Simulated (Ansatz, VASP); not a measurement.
## Ca8CO: VASP beside Ansatz

Contents of INCAR:

```
SYSTEM = Ca8CO
PREC = Accurate
ENCUT = 520
EDIFF = 1E-6
ISMEAR = 0
SIGMA = 0.1
LREAL = .FALSE.
LASPH = .TRUE.
NELM = 100
ALGO = Normal
ISIF = 2
LWAVE = .FALSE.
LCHARG = .FALSE.
LDIPOL = .TRUE.
IDIPOL = 3
DIPOL = 0.5 0.5 0.321
GGA = PE
NBANDS = 56
```

The input KPOINTS:

```
regular mesh
0
G
  6 6 1
  0 0 0
```

The input POSCAR:

```
Ca8CO
1.0
    7.8132359319      0.0000000000      0.0000000000
   -3.9066179659      6.7664608028      0.0000000000
    0.0000000000      0.0000000000     21.1477493937
Ca C O
8 1 1
Direct
    0.3333333333      0.1666666667      0.1891454228
    0.3333333333      0.6666666667      0.1891454228
    0.8333333333      0.1666666667      0.1891454228
    0.8333333333      0.6666666667      0.1891454228
    0.1666666667      0.3333333333      0.3308980669
    0.1666666667      0.8333333333      0.3308980669
    0.6666666667      0.3333333333      0.3308980669
    0.6666666667      0.8333333333      0.3308980669
    0.3333333333      0.1666666667      0.5356479871
    0.3333333333      0.1666666667      0.5900272961
```

Input for Ansatz:

```yaml
crystal:
  lattice:
    - [7.8132359319, 0.0, 0.0]
    - [-3.9066179659, 6.7664608028, 0.0]
    - [0.0, 0.0, 21.1477493937]
  atoms:
    - { symbol: Ca, position: [0.3333333333, 0.1666666667, 0.1891454228] }
    - { symbol: Ca, position: [0.3333333333, 0.6666666667, 0.1891454228] }
    - { symbol: Ca, position: [0.8333333333, 0.1666666667, 0.1891454228] }
    - { symbol: Ca, position: [0.8333333333, 0.6666666667, 0.1891454228] }
    - { symbol: Ca, position: [0.1666666667, 0.3333333333, 0.3308980669] }
    - { symbol: Ca, position: [0.1666666667, 0.8333333333, 0.3308980669] }
    - { symbol: Ca, position: [0.6666666667, 0.3333333333, 0.3308980669] }
    - { symbol: Ca, position: [0.6666666667, 0.8333333333, 0.3308980669] }
    - { symbol: C, position: [0.3333333333, 0.1666666667, 0.5356479871] }
    - { symbol: O, position: [0.3333333333, 0.1666666667, 0.5900272961] }
basis:
  ecutwfc: 420
kpoints:
  mp_grid: { grid: [6, 6, 1] }
hamiltonian:
  xc: pbe
scf:
  occupations: { method: gaussian, width: 0.1 }
output:
  forces: true
  eigenvalues: true
efield:
  axis: 3
  dipole_correction: true
  ramp_width: 0.04
```

Alike in both runs: task single point; functional PBE; k mesh 6 × 6 × 1; occupations gaussian, width 0.1 eV; no spin polarisation.

```csv
,VASP,Ansatz
version,VASP 6.6.1,Ansatz 0.2.0
potentials or method,"VASP PAW PBE potentials, release 64 (Ca_sv, C, O), cutoff 520 eV","scalar-relativistic, plane waves, PAW"
valence electrons in the cell,90,90
```

|  | VASP | Ansatz | Ansatz less VASP |
| --- | --- | --- | --- |
| gap on the k mesh at the Fermi level (eV) | none | none | - |
| rms of the force components (eV/Å) | 0.133 | 0.352 | +0.2190 |

Atom by atom the forces differ by 0.219 eV/Å (rms over components). A gap of «none» marks a metal or a gap that the smearing closes. One of these differences is far larger than is usual between the two programs; its cause wasn't traced. With one functional, cell and mesh, what is left measures potentials, basis and numerics. Ansatz's warnings: vacuum density over bound.

Noted on VASP's run: the standard files for N, O and F lose accuracy on very short bonds.
